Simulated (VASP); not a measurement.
# ScAl3 (Pm-3m) in VASP: notebook, part 2 of 2

VASP 6.6.1. Earlier steps stand in the parts before.

### 5 Single point, PBEsol

This run uses another cell than the first one, of 16.06 Å³/atom.

File INCAR:

```
PREC = Accurate
ENCUT = 520
EDIFF = 1E-7
ISMEAR = -1
SIGMA = 0.05
LREAL = False
LASPH = True
NELM = 60
ALGO = Normal
ISIF = 2
LWAVE = False
LCHARG = False
GGA = PS
NBANDS = 18
```

File KPOINTS:

```
regular mesh
0
Gamma
  7 7 7
```

File POSCAR:

```
ScAl3
1.0
    4.0050038941      0.0000000000      0.0000000000
    0.0000000000      4.0050038941      0.0000000000
    0.0000000000      0.0000000000      4.0050038941
Sc Al
1 3
Direct
    0.0000000000      0.0000000000      0.0000000000
    0.5000000000      0.5000000000      0.0000000000
    0.0000000000      0.5000000000      0.5000000000
    0.5000000000      0.0000000000      0.5000000000
```

Potentials or basis: VASP PAW PBE potentials, release 64 (Sc_sv, Al).

On the command line:

```console
> cat potpaw_PBE.64/Sc_sv/POTCAR potpaw_PBE.64/Al/POTCAR > POTCAR
> mpirun -np 1 vasp_std > vasp.out
```

OUTCAR:

```text
PREC = Accurate
   ENCUT = 520
   EDIFF = 1E-7
   ISMEAR = -1
   LREAL = False
   LASPH = True
   NELM = 60
   ISIF = 2
   GGA = PS

 ion  position               nearest neighbor table
   1  0.000  0.000  0.000-   2 2.83   3 2.83   4 2.83   3 2.83   4 2.83   2 2.83   3 2.83   3 2.83
                             2 2.83   4 2.83   4 2.83   2 2.83
   2  0.500  0.500  0.000-   1 2.83   3 2.83   4 2.83   3 2.83   4 2.83   1 2.83   4 2.83   4 2.83
                             1 2.83   3 2.83   3 2.83   1 2.83
   3  0.000  0.500  0.500-   1 2.83   2 2.83   4 2.83   1 2.83   2 2.83   1 2.83   4 2.83   1 2.83
                             2 2.83   4 2.83   2 2.83   4 2.83
   4  0.500  0.000  0.500-   1 2.83   2 2.83   3 2.83   1 2.83   2 2.83   2 2.83   3 2.83   2 2.83
                             1 2.83   3 2.83   1 2.83   3 2.83

  LATTYP: Found a simple cubic cell.
 ALAT       =     4.0050038941

  Lattice vectors:

 A1 = (   4.0050038941,   0.0000000000,   0.0000000000)
 A2 = (   0.0000000000,   4.0050038941,   0.0000000000)
 A3 = (   0.0000000000,   0.0000000000,   4.0050038941)

Analysis of symmetry for initial positions (statically):
=====================================================================
 Subroutine PRICEL returns:
 Original cell was already a primitive cell.

 Routine SETGRP: Setting up the symmetry group for a
 simple cubic supercell.

 Subroutine GETGRP returns: Found 48 space group operations
 (whereof 48 operations were pure point group operations)
 out of a pool of 48 trial point group operations.

The static configuration has the point symmetry O_h .

Analysis of symmetry for dynamics (positions and initial velocities):
=====================================================================
 Subroutine PRICEL returns:
 Original cell was already a primitive cell.

 Routine SETGRP: Setting up the symmetry group for a
 simple cubic supercell.
[... 121 lines left out ...]
   IALGO  =     38    algorithm
   IMIX   =      4    mixing-type and parameters
     AMIX     =   0.40;   BMIX     =  1.00
     AMIX_MAG =   1.60;   BMIX_MAG =  1.00
  volume/ion in A,a.u.               =      16.06       108.38
  Fermi-wavevector in a.u.,A,eV,Ry     =   1.109554  2.096754 16.750278  1.231111
  Thomas-Fermi vector in A             =   2.246095
   LORBIT       =      0    0 simple, 1 ext, 2 COOP (PROOUT), +10 PAW based schemes
   GGA     = PS    functional components
   LHFCALC =     F    Hartree Fock is set to
   AEXX    =    0.0000 exact exchange contribution
   IVDW    =     0    specifies the selected vdW correction
   LEPSILON=     F    determine dielectric tensor
   LRPA    =     F    only Hartree local field effects (RPA)
 non-spin polarized calculation
  energy-cutoff  :      520.00
  volume of cell :       64.24
 maximum number of plane-waves:      1759
 NGX is ok and might be reduce to    30
   NGX = 15   NGY = 15   NGZ = 15

 number of electron      20.0000007 magnetization

 Free energy of the ion-electron system (eV)
  ---------------------------------------------------
  ext. energy  EPLUGINS =         0.00000000
  ---------------------------------------------------
  free energy    TOTEN  =       -20.71919236 eV

  energy without entropy =      -20.70634269  energy(sigma->0) =      -20.71276753

 E-fermi :   7.6506     XC(G=0): -10.7417

 val. band max:        7.6495154914   @ k =   0.2857   0.0000   0.0000
 cond. band min:       7.7452263338   @ k =   0.2857   0.2857   0.0000
 fundamental gap:      0.0957108424
 Fermi energy:         7.6505721166

 k-point     1 :       0.0000    0.0000    0.0000
  band No.  band energies     occupation
      1     -40.7864      2.00000
      2     -19.6098      2.00000
      3     -19.6098      2.00000
      4     -19.6098      2.00000
      5      -2.5773      2.00000
      6       5.0554      2.00000
[... 397 lines left out ...]
      5       1.8263      2.00000
      6       2.8885      2.00000
[... 10 lines left out ...]
     17      12.1555      0.00000
     18      17.5514      0.00000

------------------------ aborting loop because EDIFF is reached ----------------------------------------

  FORCE on cell =-STRESS in cart. coord.  units (eV):
  Direction    XX          YY          ZZ          XY          YZ          ZX
  --------------------------------------------------------------------------------------
  -------------------------------------------------------------------------------------
  Total        2.0648349      2.0648349      2.0648349      0.0000000      0.0000000     -0.0000000
  in kB       51.4976108     51.4976108     51.4976108      0.0000000      0.0000000     -0.0000000
  external PRESSURE =      51.4976108 kB  Pullay stress =       0.0000000 kB

 VOLUME and BASIS-vectors are now :
 -----------------------------------------------------------------------------
  energy-cutoff  :      520.00
  volume of cell :       64.24
      direct lattice vectors                 reciprocal lattice vectors
     4.005003894  0.000000000  0.000000000     0.249687647  0.000000000  0.000000000
     0.000000000  4.005003894  0.000000000     0.000000000  0.249687647  0.000000000
     0.000000000  0.000000000  4.005003894     0.000000000  0.000000000  0.249687647

 POSITION                                       TOTAL-FORCE (eV/Angst)
 -----------------------------------------------------------------------------------
      0.00000      0.00000      0.00000         0.000000      0.000000      0.000000
      2.00250      2.00250      0.00000         0.000000      0.000000      0.000000
      0.00000      2.00250      2.00250         0.000000      0.000000      0.000000
      2.00250      0.00000      2.00250         0.000000      0.000000      0.000000
 -----------------------------------------------------------------------------------
    total drift:                               -0.000000     -0.000000      0.000000

  FREE ENERGIE OF THE ION-ELECTRON SYSTEM (eV)
  ---------------------------------------------------
  free  energy   TOTEN  =       -20.7191923648 eV

  energy  without entropy=      -20.7063426927  energy(sigma->0) =      -20.71276753
```

OSZICAR:

```text
N       E                     dE             d eps       ncg     rms          rms(c)
DAV:   1     0.107039395443E+03    0.10704E+03   -0.84719E+03   720   0.102E+03
DAV:   2    -0.169693113766E+02   -0.12401E+03   -0.12109E+03   728   0.291E+02
DAV:   3    -0.216176315058E+02   -0.46483E+01   -0.44899E+01  1132   0.555E+01
DAV:   4    -0.217276573349E+02   -0.11003E+00   -0.10968E+00  1128   0.826E+00
DAV:   5    -0.217288351649E+02   -0.11778E-02   -0.11776E-02  1040   0.793E-01    0.103E+01
DAV:   6    -0.208030553954E+02    0.92578E+00   -0.33611E+00  1088   0.202E+01    0.375E+00
DAV:   7    -0.207455691290E+02    0.57486E-01   -0.10195E-01  1068   0.231E+00    0.215E+00
DAV:   8    -0.207199321812E+02    0.25637E-01   -0.39839E-02  1152   0.170E+00    0.321E-01
DAV:   9    -0.207196261602E+02    0.30602E-03   -0.84648E-03  1090   0.108E+00    0.222E-01
DAV:  10    -0.207192046288E+02    0.42153E-03   -0.14045E-03  1098   0.412E-01    0.669E-02
DAV:  11    -0.207192177063E+02   -0.13077E-04   -0.78801E-05  1114   0.581E-02    0.378E-02
DAV:  12    -0.207191920456E+02    0.25661E-04   -0.11186E-04  1094   0.116E-01    0.419E-03
DAV:  13    -0.207191924292E+02   -0.38361E-06   -0.25712E-06  1056   0.128E-02    0.418E-03
DAV:  14    -0.207191923648E+02    0.64343E-07   -0.26637E-07   876   0.477E-03
   1 F= -.20719192E+02 E0= -.20712768E+02  d E =-.128497E-01
```

It took 13 s on 1 thread of AMD EPYC 9R45 (Zen 5), shared host; peak memory 0.14 GiB.

What came out:

| Property | Result |
| --- | --- |
| Free energy | -20.7192 eV |
| Pressure | 5.1 GPa |
| Band gap on the k mesh | zero (bands 10 and 11 overlap by 3.74 eV) |

Caveat: the cell stands under pressure; the PAW data sets were made with another functional, which shifts forces and pressure a little.

### 6 Overview

```tsv
cell	gap on the mesh (eV)	pressure (GPa)
a = 3.792 Å, 4 atoms	none	30.3
a = 3.862 Å, 4 atoms	none	20.2
a = 3.950 Å, 4 atoms	none	10.2
a = 4.005 Å, 4 atoms	none	5.1
```

Alike in all rows: task single point; level PBEsol; potentials or basis VASP PAW PBE potentials, release 64 (Sc_sv, Al); no spin polarisation; k mesh 7 × 7 × 7; cutoff (eV) 520; smearing fermi-dirac 0.05 eV.

Caveats: the cell stands under pressure; the PAW data sets were made with another functional, which shifts forces and pressure a little.

Absolute energies hang on the potentials; compare differences alone.

The gap in the log of VASP goes by the Fermi energy; the results here count the filled bands.